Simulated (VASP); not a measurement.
The system is Hg.

```xyz
2
Lattice="-2.9298 2.9298 1.5726 2.9298 -2.9298 1.5726 2.9298 2.9298 -1.5726" Properties=species:S:1:pos:R:3 pbc="T T T"
Hg    0.0000    2.9298    0.7863
Hg    0.0000    0.0000    0.0000
```

```yaml
Program: VASP 6.6.1
Task: relaxation of cell and atoms
Functional: PBEsol
Potentials_or_basis: VASP PAW PBE potentials, release 64 (Hg_sv_GW)
Cutoff: 500 eV
k_mesh: 16 × 16 × 16
Occupations: gaussian, width 0.1 eV
Spin: no spin polarisation
```

At the start: pressure -3.5 GPa; volume 27.00 Å³/atom.

Question: Where does the relaxation end?

Answer: Over 6 steps the energy falls by 29.7 meV/atom and the volume is 24.60 Å³/atom (-8.9 %); space group I4_1/amd (No. 141, to 0.1 Å) before and after.

The path:
```tsv
step	energy change (eV)	largest force (eV/Å)	pressure (GPa)	volume (Å³)
1	0.0000	0.0000	-3.52	53.99
2	-0.0580	0.0000	-0.22	49.49
3	-0.0581	0.0000	0.01	49.26
4	-0.0590	0.0000	0.02	49.24
5	-0.0593	0.0000	0.02	49.21
6	-0.0593	0.0000	0.01	49.21
```

Final structure:
```xyz
2
Lattice="-2.8565 2.8565 1.5076 2.8565 -2.8565 1.5076 2.8565 2.8565 -1.5076" Properties=species:S:1:pos:R:3 pbc="T T T"
Hg    0.0000    2.8565    0.7538
Hg    0.0000    0.0000    0.0000
```

Caveat: the PAW data sets were made with another functional, which shifts forces and pressure a little.
